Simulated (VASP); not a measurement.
# H13O6F in VASP: a series of runs, part 2 of 2

VASP 6.6.1. The steps go on from the part before.

## Step 3: Single point, r2SCAN+D3(BJ)

The input, POSCAR:

```
H13O6F
1.0
    5.9814240000      0.0000000000      0.0000000000
    0.0000000000      5.9814240000      0.0000000000
    0.0000000000      0.0000000000      5.9814240000
O H F
6 13 1
Direct
    0.2454432256      0.0139598865      0.5908626441
    0.5320806550      0.6913905451      0.6910561766
   -0.0532816266      0.6669314865      0.9795493515
    0.4684001669      0.3503011992      0.0025077640
    0.2855841686      0.9213525074      0.1615000040
    0.8319256418      1.1372041173      1.1318542207
    0.3008648108      0.1633891863      0.6138839179
    0.2326870658     -0.0035108697      0.4292957664
    0.4391930751      0.8221787989      0.6523697367
    0.5742278093      0.6182975826      0.5517916804
   -0.1667495901      0.6987800898      0.8677030754
   -0.0360114916      0.5076383149      0.9657399308
    0.4810727345      0.3817151234      0.1583736582
    0.4992289462      0.4890975794     -0.0736613890
    0.2654217457      1.0287015266      0.0480320405
    0.1866946734      0.8029024527      0.1161763486
    0.7204973264      1.1795017374      1.0251906569
    0.8266760557      0.9791313908      1.1624823788
    0.7475811780      0.2731623774      0.3172823060
    0.6659283809      0.3534944187      0.4345620708
```

The input, INCAR.step1:

```
SYSTEM = H13O6F
ALGO = Normal
EDIFF = 1E-5
ENCUT = 1110
GGA = PE
GGA_COMPAT = .False.
ISMEAR = -1
LASPH = .True.
LCHARG = .False.
LREAL = Auto
LWAVE = .True.
NBANDS = 44
NELM = 120
PREC = Accurate
SIGMA = 0.05
```

The input, INCAR.step2:

```
SYSTEM = H13O6F
ALGO = Normal
EDIFF = 1E-6
ENCUT = 1110
GGA_COMPAT = .False.
ISIF = 2
ISMEAR = -1
ISTART = 1
IVDW = 12
LASPH = .True.
LCHARG = .False.
LMIXTAU = .True.
LREAL = Auto
LWAVE = .False.
METAGGA = R2SCAN
NBANDS = 44
NELM = 120
PREC = Accurate
SIGMA = 0.05
VDW_A1 = 0.49484001
VDW_A2 = 5.73083694
VDW_S6 = 1.0
VDW_S8 = 0.78981345
```

The input, KPOINTS:

```
k-points
0
Gamma
  1 1 1
  0 0 0
```

Potentials or basis: VASP PAW PBE potentials, release 64 (O_h, H_h, F_h).

The run is started by

```console
> cat potpaw_PBE.64/O_h/POTCAR potpaw_PBE.64/H_h/POTCAR potpaw_PBE.64/F_h/POTCAR > POTCAR
> cp INCAR.step1 INCAR
> mpirun -np 1 vasp_gam > vasp.out
> cp INCAR.step2 INCAR
> mpirun -np 1 vasp_gam > vasp.out
```

OUTCAR:

```text
SYSTEM = H13O6F
   EDIFF = 1E-6
   ENCUT = 1110
   ISIF = 2
   ISMEAR = -1
   ISTART = 1
   IVDW = 12
   LASPH = .True.
   LREAL = Auto
   METAGGA = R2SCAN
   NELM = 120
   PREC = Accurate
 IVDW          = 12

 ion  position               nearest neighbor table
   1  0.245  0.014  0.591-   7 0.96   8 0.98
   2  0.532  0.691  0.691-  10 0.97   9 0.99
   3  0.947  0.667  0.980-  12 0.96  11 0.97
   4  0.468  0.350  0.003-  13 0.95  14 0.96
   5  0.286  0.921  0.162-  15 0.94  16 0.96
   6  0.832  0.137  0.132-  17 0.96  18 0.96
   7  0.301  0.163  0.614-   1 0.96
   8  0.233  0.996  0.429-   1 0.98
   9  0.439  0.822  0.652-   2 0.99
  10  0.574  0.618  0.552-   2 0.97
  11  0.833  0.699  0.868-   3 0.97
  12  0.964  0.508  0.966-   3 0.96
  13  0.481  0.382  0.158-   4 0.95
  14  0.499  0.489  0.926-   4 0.96
  15  0.265  0.029  0.048-   5 0.94
  16  0.187  0.803  0.116-   5 0.96
  17  0.720  0.180  0.025-   6 0.96
  18  0.827  0.979  0.162-   6 0.96
  19  0.748  0.273  0.317-  20 0.98
  20  0.666  0.353  0.435-  19 0.98
[... 200 lines left out ...]
 fundamental gap:      5.6229200774
 Fermi energy:        -2.9952601936

 k-point     1 :       0.0000    0.0000    0.0000
  band No.  band energies     occupation
      1     -27.8800      2.00000
      2     -24.4904      2.00000
      3     -23.9051      2.00000
      4     -23.7327      2.00000
      5     -23.6102      2.00000
      6     -23.2293      2.00000
[... 32 lines left out ...]
     39       8.2482      0.00000
     40       8.5815      0.00000
 [bands above 40 left out]

------------------------ aborting loop because EDIFF is reached ----------------------------------------

 Edisp (eV)   -0.30433

 E8    (eV) :    -0.0433

  FORCE on cell =-STRESS in cart. coord.  units (eV):
  Direction    XX          YY          ZZ          XY          YZ          ZX
  --------------------------------------------------------------------------------------
  -------------------------------------------------------------------------------------
  Total       0.72328     1.23952     2.45445    -0.63172    -0.50942     0.46455
  in kB       5.41506     9.28008    18.37597    -4.72955    -3.81390     3.47803
  external pressure =       11.02 kB  Pullay stress =        0.00 kB

 VOLUME and BASIS-vectors are now :
 -----------------------------------------------------------------------------
  energy-cutoff  :     1110.00
  volume of cell :      214.00
      direct lattice vectors                 reciprocal lattice vectors
     5.981424000  0.000000000  0.000000000     0.167184269  0.000000000  0.000000000
     0.000000000  5.981424000  0.000000000     0.000000000  0.167184269  0.000000000
     0.000000000  0.000000000  5.981424000     0.000000000  0.000000000  0.167184269

 POSITION                                       TOTAL-FORCE (eV/Angst)
 -----------------------------------------------------------------------------------
      1.46810      0.08350      3.53420        -0.147897      0.393845      0.402988
      3.18260      4.13550      4.13350         0.559608     -0.180618     -0.081305
      5.66272      3.98920      5.85910        -0.312495     -0.262957     -0.144724
      2.80170      2.09530      0.01500        -0.186308     -0.525759     -0.375079
      1.70820      5.51100      0.96600         0.478058     -0.857017      0.815344
      4.97610      0.82068      0.78868         1.090604      0.222931      0.859516
[... 12 lines left out ...]
      4.47160      1.63390      1.89780         0.290968     -0.534136     -0.118136
      3.98320      2.11440      2.59930        -0.178820      0.243933      0.186668
 -----------------------------------------------------------------------------------
    total drift:                               -0.007177      0.003826     -0.001114

  FREE ENERGIE OF THE ION-ELECTRON SYSTEM (eV)
  ---------------------------------------------------
  free  energy   TOTEN  =      -104.9599083447 eV

  energy  without entropy=     -104.9599083446  energy(sigma->0) =     -104.95990834
```

OUTCAR.step1:

```text
SYSTEM = H13O6F
   EDIFF = 1E-5
   ENCUT = 1110
   GGA = PE
   ISMEAR = -1
   LASPH = .True.
   LREAL = Auto
   NELM = 120
[... 296 lines left out ...]
      4.97610      0.82068      0.78868         1.401051      0.446328      1.024904
[... 12 lines left out ...]
      4.47160      1.63390      1.89780         0.511472     -0.732026     -0.414270
      3.98320      2.11440      2.59930        -0.394238      0.474722      0.540119
 -----------------------------------------------------------------------------------
    total drift:                               -0.006658      0.004611     -0.002771

  FREE ENERGIE OF THE ION-ELECTRON SYSTEM (eV)
  ---------------------------------------------------
  free  energy   TOTEN  =       -96.0483115728 eV

  energy  without entropy=      -96.0483115727  energy(sigma->0) =      -96.04831157
```

OSZICAR.step1:

```text
N       E                     dE             d eps       ncg     rms          rms(c)
DAV:   1     0.773845456310E+03    0.77385E+03   -0.43309E+04    88   0.210E+03
DAV:   2     0.440054917843E+02   -0.72984E+03   -0.68877E+03   124   0.364E+02
DAV:   3    -0.100444532639E+03   -0.14445E+03   -0.14284E+03   104   0.170E+02
DAV:   4    -0.105749683980E+03   -0.53052E+01   -0.52733E+01   120   0.354E+01
DAV:   5    -0.105875778995E+03   -0.12610E+00   -0.12601E+00   112   0.515E+00    0.198E+01
DAV:   6    -0.963275279508E+02    0.95483E+01   -0.27945E+01   112   0.251E+01    0.725E+00
DAV:   7    -0.961583668873E+02    0.16916E+00   -0.15405E+00   112   0.561E+00    0.462E+00
DAV:   8    -0.960506823372E+02    0.10768E+00   -0.33161E-01   120   0.403E+00    0.734E-01
DAV:   9    -0.960447346597E+02    0.59477E-02   -0.40329E-02   112   0.121E+00    0.328E-01
DAV:  10    -0.960481191087E+02   -0.33844E-02   -0.13129E-02    96   0.608E-01    0.168E-01
DAV:  11    -0.960484649576E+02   -0.34585E-03   -0.78782E-04    96   0.226E-01    0.936E-02
DAV:  12    -0.960483683633E+02    0.96594E-04   -0.11056E-03   112   0.228E-01    0.325E-02
DAV:  13    -0.960483420959E+02    0.26267E-04   -0.13737E-04   128   0.881E-02    0.150E-02
DAV:  14    -0.960483188893E+02    0.23207E-04   -0.42461E-05    96   0.374E-02    0.120E-02
DAV:  15    -0.960483115728E+02    0.73165E-05   -0.49782E-06    72   0.183E-02
   1 F= -.96048312E+02 E0= -.96048312E+02  d E =-.672492E-10
```

It took 3.3 min on 1 thread of AMD EPYC 7R13 (Zen 3), shared host; peak memory 0.73 GiB.

What came out:

* Free energy: -104.9599 eV
* Pressure: 1.1 GPa
* Largest force: 1.406 eV/Å
* Dispersion energy per atom: -0.015 eV

Forces in eV/Å, atoms in the order of the input:
```
O   -0.148  0.394  0.403
O    0.560 -0.181 -0.081
O   -0.312 -0.263 -0.145
O   -0.186 -0.526 -0.375
O    0.478 -0.857  0.815
O    1.091  0.223  0.860
H    0.032 -0.032 -0.018
H    0.177  0.047 -0.201
H   -0.153 -0.055  0.056
H   -0.116  0.179  0.480
H   -0.080  0.258 -0.109
H    0.207 -0.089  0.160
H   -0.077  0.195  0.562
H   -0.170  0.539 -0.577
H   -0.024  0.918 -0.752
H   -0.293 -0.254 -0.282
H   -0.970 -0.143 -0.603
H   -0.127 -0.063 -0.262
H    0.291 -0.534 -0.118
F   -0.179  0.244  0.187
```

Caveat: the k points lie up to 1.05 Å⁻¹ apart, too coarse for converged energies, forces and pressures; the atoms stand as in a frame of molecular dynamics; the PAW data sets were made with another functional, which shifts forces and pressure a little.
